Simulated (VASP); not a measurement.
# CdSe (lda) (Imm2) in VASP: relaxation of the atoms with LDA

Aim: the relaxation of the atoms of CdSe (lda) with LDA.

Everything below comes from runs of VASP 6.6.1. Logs are shortened: lines on timing, memory, paths and dates and some standing lists are left out, and cuts for length are marked.

### Step 1. The cell of the first run

It takes space group Imm2 (No. 44, orthorhombic). The conventional cell has a = 4.206 Å, b = 4.285 Å, c = 5.948 Å, α = 90.00°, β = 90.00°, γ = 90.00°. Within 3.4 Å of Cd (site symmetry mm2) lie 4 Se at 2.59 to 2.60 Å. Se (site symmetry mm2) has 4 Cd at 2.59 to 2.60 Å within 3.4 Å.

### Step 2. Relaxation of the atoms, LDA (strained cell)

INCAR

```
PREC = Accurate
ENCUT = 450
EDIFF = 1E-7
ISMEAR = 0
SIGMA = 0.02
LREAL = F
LASPH = T
NELM = 120
ALGO = Normal
ISIF = 2
LWAVE = F
LCHARG = F
IBRION = 2
NSW = 60
EDIFFG = -0.002
GGA_COMPAT = F
NELMIN = 4
```

KPOINTS

```
Automatic mesh
0
Gamma
  10 10 10
```

POSCAR

```
CdSe
1.0
    0.0279856481      3.0020176864      2.9740320383
    3.0020176864      0.0279856481      2.9740320383
    3.0300033346      3.0300033346      0.0000000000
Cd Se
1 1
Direct
    0.0018095923      0.0018095923     -0.0018095923
    0.2481904077      0.2481904077      0.2518095923
```

Potentials or basis: VASP PAW LDA potentials, release 64 (Cd, Se).

On the command line:

```console
$ cat potpaw_LDA.64/Cd/POTCAR potpaw_LDA.64/Se/POTCAR > POTCAR
$ mpirun -np 1 vasp_std > vasp.out
```

OUTCAR:

```text
PREC = Accurate
   ENCUT = 450
   EDIFF = 1E-7
   ISMEAR = 0
   LREAL = F
   LASPH = T
   NELM = 120
   ISIF = 2
   IBRION = 2
   NSW = 60
   EDIFFG = -0.002
   NELMIN = 4

 ion  position               nearest neighbor table
   1  0.002  0.002  0.998-   2 2.59   2 2.59   2 2.60   2 2.60
   2  0.248  0.248  0.252-   1 2.59   1 2.59   1 2.60   1 2.60

  LATTYP: Found a body centered orthorhombic cell.
 ALAT       =     4.2059164435
 B/A-ratio  =     1.0188200045
 C/A-ratio  =     1.4142135624

  Lattice vectors:

 A1 = (   3.0020176865,   0.0279856482,  -2.9740320383)
 A2 = (  -3.0020176864,  -0.0279856481,  -2.9740320383)
 A3 = (   0.0279856481,   3.0020176864,   2.9740320383)

Analysis of symmetry for initial positions (statically):
=====================================================================
 Subroutine PRICEL returns:
 Original cell was already a primitive cell.

 Routine SETGRP: Setting up the symmetry group for a
 body centered orthorhombic supercell.

 Subroutine GETGRP returns: Found  4 space group operations
 (whereof  4 operations were pure point group operations)
 out of a pool of  8 trial point group operations.

The static configuration has the point symmetry C_2v.

Analysis of symmetry for dynamics (positions and initial velocities):
=====================================================================
 Subroutine PRICEL returns:
 Original cell was already a primitive cell.

 Routine SETGRP: Setting up the symmetry group for a
 body centered orthorhombic supercell.

 Subroutine GETGRP returns: Found  4 space group operations
 (whereof  4 operations were pure point group operations)
 out of a pool of  8 trial point group operations.

The dynamic configuration has the point symmetry C_2v.

 Subroutine INISYM returns: Found  4 space group operations
 (whereof  4 operations are pure point group operations),
 and found     1 'primitive' translations

----------------------------------------------------------------------------------------

                                     Primitive cell

  volume of cell :      53.6000

  direct lattice vectors                    reciprocal lattice vectors
     0.027985648  3.002017686  2.974032038    -0.168121928  0.168121928  0.168121928
     3.002017686  0.027985648  2.974032038     0.168121928 -0.168121928  0.168121928
     3.030003335  3.030003335  0.000000000     0.165016320  0.165016320 -0.168121928

  length of vectors
     4.225844289  4.225844289  4.285071810     0.291195721  0.291195721  0.287620852

  position of ions in fractional coordinates (direct lattice)
     0.001809592  0.001809592  0.998190408
     0.248190408  0.248190408  0.251809592

  ion indices of the primitive-cell ions
   primitive index   ion index
                 1           1
                 2           2

----------------------------------------------------------------------------------------

 KPOINTS: Automatic mesh

Automatic generation of k-mesh.
 Grid dimensions read from file:
 generate k-points for:   10   10   10

 Generating k-lattice:

  Cartesian coordinates                     Fractional coordinates (reciprocal lattice)
    -0.016812193  0.016812193  0.016812193     0.100000000 -0.000000000  0.000000000
     0.016812193 -0.016812193  0.016812193    -0.000000000  0.100000000  0.000000000
     0.016501632  0.016501632 -0.016812193     0.000000000  0.000000000  0.100000000

  Length of vectors
     0.029119572  0.029119572  0.028762085

  Shift w.r.t. Gamma in fractional coordinates (k-lattice)
     0.000000000  0.000000000  0.000000000

 Subroutine IBZKPT returns following result:
 ===========================================

 Found    171 irreducible k-points:

 Following reciprocal coordinates:
            Coordinates               Weight
  0.000000  0.000000  0.000000      1.000000
  0.100000  0.000000  0.000000      4.000000
  0.200000  0.000000  0.000000      4.000000
  0.300000  0.000000  0.000000      4.000000
  0.400000  0.000000  0.000000      4.000000
  0.500000  0.000000  0.000000      2.000000
[... 16 lines left out ...]
  0.300000  0.300000  0.000000      2.000000
  0.400000  0.300000  0.000000      4.000000
 [... further k-points ...]
   k-points           NKPTS =    171   k-points in BZ     NKDIM =    171   number of bands    NBANDS=     13
   number of dos      NEDOS =    301   number of ions     NIONS =      2
   total plane-waves  NPLWV =  27000
   dimension x,y,z NGX =    30 NGY =   30 NGZ =   30
   dimension x,y,z NGXF=    60 NGYF=   60 NGZF=   60
   ions per type =               1   1
   NGX,Y,Z   is equivalent  to a cutoff of  11.80, 11.80, 11.64 a.u.
   NGXF,Y,Z  is equivalent  to a cutoff of  23.60, 23.60, 23.28 a.u.
 SYSTEM =  unknown system
   PREC   = accura    normal or accurate (medium, high low for compatibility)
   ISTART =      0    job   : 0-new  1-cont  2-samecut
   ICHARG =      2    charge: 1-file 2-atom 10-const
   ISPIN  =      1    spin polarized calculation?
   LNONCOLLINEAR =      F non collinear calculations
   LSORBIT =      F    spin-orbit coupling
   LASPH  =      T    aspherical Exc in radial PAW
   ENCUT  =  450.0 eV  33.07 Ry    5.75 a.u.   7.31  7.31  7.41*2*pi/ulx,y,z
   NELM   =    120;   NELMIN=  4; NELMDL= -5     # of ELM steps
   EDIFF  = 0.1E-06   stopping-criterion for ELM
   LREAL  =      F    real-space projection
   EDIFFG = -.2E-02   stopping-criterion for IOM
   NSW    =     60    number of steps for IOM
   IBRION =      2    ionic relax: 0-MD 1-quasi-New 2-CG
   NFREE  =      1    steps in history (QN), initial steepest desc. (CG)
   ISIF   =      2    stress and relaxation
   ISYM   =      2    0-nonsym 1-usesym 2-fastsym
   POTIM  = 0.5000    time-step for ionic-motion
   TEBEG  =    0.0;   TEEND  =   0.0 temperature during run
   PSTRESS=    0.0 pullay stress
   NELECT =      18.0000    total number of electrons
   NUPDOWN=      -1.0000    fix difference up-down
   EMIN   =  10.00;   EMAX   =-10.00  energy-range for DOS
   EFERMI =   0.00;   METHOD = LEGACY
   ISMEAR =     0;   SIGMA  =   0.02  broadening in eV -4-tet -1-fermi 0-gaus
   EFERMI_NEDOS =   21; number of points for ismear=-14 and -15
   IALGO  =     38    algorithm
   IMIX   =      4    mixing-type and parameters
     AMIX     =   0.40;   BMIX     =  1.00
     AMIX_MAG =   1.60;   BMIX_MAG =  1.00
  volume/ion in A,a.u.               =      26.80       180.86
  Fermi-wavevector in a.u.,A,eV,Ry     =   1.137918  2.150353 17.617596  1.294857
  Thomas-Fermi vector in A             =   2.274622
   LORBIT       =      0    0 simple, 1 ext, 2 COOP (PROOUT), +10 PAW based schemes
   GGA     = CA    functional components
   LHFCALC =     F    Hartree Fock is set to
   AEXX    =    0.0000 exact exchange contribution
   IVDW    =     0    specifies the selected vdW correction
   LEPSILON=     F    determine dielectric tensor
   LRPA    =     F    only Hartree local field effects (RPA)
 conjugate gradient relaxation of ions
 non-spin polarized calculation
 Gauss-broadening in eV      SIGMA  =   0.02
  energy-cutoff  :      450.00
  volume of cell :       53.60
 maximum number of plane-waves:      1187
 NGX is ok and might be reduce to    30
   NGX = 15   NGY = 15   NGZ = 15

--------------------------------------- Ionic step        1  -------------------------------------------

 number of electron      18.0000000 magnetization

 Free energy of the ion-electron system (eV)
  ---------------------------------------------------
  ext. energy  EPLUGINS =         0.00000000
  ---------------------------------------------------
  free energy    TOTEN  =        -6.75681354 eV

  energy without entropy =       -6.75681354  energy(sigma->0) =       -6.75681354

------------------------ aborting loop because EDIFF is reached ----------------------------------------

  FORCE on cell =-STRESS in cart. coord.  units (eV):
  Direction    XX          YY          ZZ          XY          YZ          ZX
  --------------------------------------------------------------------------------------
  -------------------------------------------------------------------------------------
  Total        0.3320805      0.3320805      0.3854999     -0.1753309     -0.0000000     -0.0000000
  in kB        9.9263498      9.9263498     11.5231293     -5.2408855     -0.0000000     -0.0000000
  external PRESSURE =      10.4586096 kB  Pullay stress =       0.0000000 kB

 VOLUME and BASIS-vectors are now :
 -----------------------------------------------------------------------------
  energy-cutoff  :      450.00
  volume of cell :       53.60
      direct lattice vectors                 reciprocal lattice vectors
     0.027985648  3.002017686  2.974032038    -0.168121928  0.168121928  0.168121928
     3.002017686  0.027985648  2.974032038     0.168121928 -0.168121928  0.168121928
     3.030003335  3.030003335  0.000000000     0.165016320  0.165016320 -0.168121928
[... 73 lines left out ...]
 POSITION                                       TOTAL-FORCE (eV/Angst)
 -----------------------------------------------------------------------------------
      3.03000      3.03000      0.01311         0.000000      0.000000     -0.003814
      1.51500      1.51500      1.47391        -0.000000     -0.000000      0.003814
 -----------------------------------------------------------------------------------
    total drift:                               -0.000000     -0.000000      0.000449

  FREE ENERGIE OF THE ION-ELECTRON SYSTEM (eV)
  ---------------------------------------------------
  free  energy   TOTEN  =        -6.7568557433 eV

  energy  without entropy=       -6.7568557433  energy(sigma->0) =       -6.75685574

--------------------------------------- Ionic step        4  -------------------------------------------

 number of electron      18.0000000 magnetization

 Free energy of the ion-electron system (eV)
  ---------------------------------------------------
  ext. energy  EPLUGINS =         0.00000000
  ---------------------------------------------------
  free energy    TOTEN  =        -6.75685724 eV

  energy without entropy =       -6.75685724  energy(sigma->0) =       -6.75685724

 E-fermi :   1.3607     XC(G=0):  -9.5061

 val. band max:        1.2535136033   @ k =   0.0000   0.0000   0.0000
 cond. band min:       1.6790499868   @ k =   0.0000   0.0000   0.0000
 fundamental gap:      0.4255363835
 Fermi energy:         1.3607177264

 k-point     1 :       0.0000    0.0000    0.0000
  band No.  band energies     occupation
      1     -11.7115      2.00000
      2      -6.9211      2.00000
      3      -6.9107      2.00000
      4      -6.9079      2.00000
      5      -6.4813      2.00000
      6      -6.4776      2.00000
      7       1.1658      2.00000
      8       1.2370      2.00000
      9       1.2535      2.00000
     10       1.6790      0.00000
     11       6.9106      0.00000
     12       7.0171      0.00000
     13       7.1236      0.00000

 k-point     2 :       0.1000    0.0000    0.0000
  band No.  band energies     occupation
      1     -11.6712      2.00000
      2      -6.9076      2.00000
      3      -6.8971      2.00000
      4      -6.8781      2.00000
      5      -6.4824      2.00000
      6      -6.4787      2.00000
      7       0.2380      2.00000
      8       1.0690      2.00000
      9       1.1507      2.00000
     10       2.5276      0.00000
     11       6.8960      0.00000
[... 339 lines left out ...]
 k-point    24 :       0.4000    0.3000    0.0000
  band No.  band energies     occupation
      1     -11.2587      2.00000
      2      -6.7302      2.00000
      3      -6.6887      2.00000
      4      -6.6454      2.00000
      5      -6.4275      2.00000
      6      -6.3012      2.00000
      7      -2.5009      2.00000
      8      -0.5674      2.00000
      9      -0.5366      2.00000
     10       4.4862      0.00000
     11       5.2871      0.00000
     12       8.7247      0.00000
     13       9.7976      0.00000

 [... further k-points ...]

------------------------ aborting loop because EDIFF is reached ----------------------------------------

  FORCE on cell =-STRESS in cart. coord.  units (eV):
  Direction    XX          YY          ZZ          XY          YZ          ZX
  --------------------------------------------------------------------------------------
  -------------------------------------------------------------------------------------
  Total        0.3302442      0.3302442      0.3828372     -0.1447318     -0.0000000     -0.0000000
  in kB        9.8714598      9.8714598     11.4435390     -4.3262342     -0.0000000     -0.0000000
  external PRESSURE =      10.3954862 kB  Pullay stress =       0.0000000 kB

 VOLUME and BASIS-vectors are now :
 -----------------------------------------------------------------------------
  energy-cutoff  :      450.00
  volume of cell :       53.60
      direct lattice vectors                 reciprocal lattice vectors
     0.027985648  3.002017686  2.974032038    -0.168121928  0.168121928  0.168121928
     3.002017686  0.027985648  2.974032038     0.168121928 -0.168121928  0.168121928
     3.030003335  3.030003335  0.000000000     0.165016320  0.165016320 -0.168121928

 POSITION                                       TOTAL-FORCE (eV/Angst)
 -----------------------------------------------------------------------------------
      3.03000      3.03000      0.01277         0.000000      0.000000     -0.000170
      1.51500      1.51500      1.47425        -0.000000     -0.000000      0.000170
 -----------------------------------------------------------------------------------
    total drift:                               -0.000001     -0.000001      0.000226

  FREE ENERGIE OF THE ION-ELECTRON SYSTEM (eV)
  ---------------------------------------------------
  free  energy   TOTEN  =        -6.7568572411 eV

  energy  without entropy=       -6.7568572411  energy(sigma->0) =       -6.75685724

 reached required accuracy - stopping structural energy minimisation
```

It took 2.6 min on 1 thread of Intel Xeon 6975P-C, shared host; peak memory 0.24 GiB.

Results:

| Property | Result |
| --- | --- |
| Free energy | -6.7569 eV |
| Energy gained by relaxing | 0.0 meV/atom |
| Ionic steps | 4 |
| Pressure after relaxing | 1.0 GPa |
| Band gap on the k mesh | 0.43 eV, direct |

Final structure:
```
CELL_PARAMETERS angstrom
0.02799 3.00202 2.97403
3.00202 0.02799 2.97403
3.03000 3.03000 0.00000
ATOMIC_POSITIONS crystal
Cd 0.00215 0.00215 0.99785
Se 0.24785 0.24785 0.25215
```

Caveat: the cell differs from its parent crystal (strained cell).
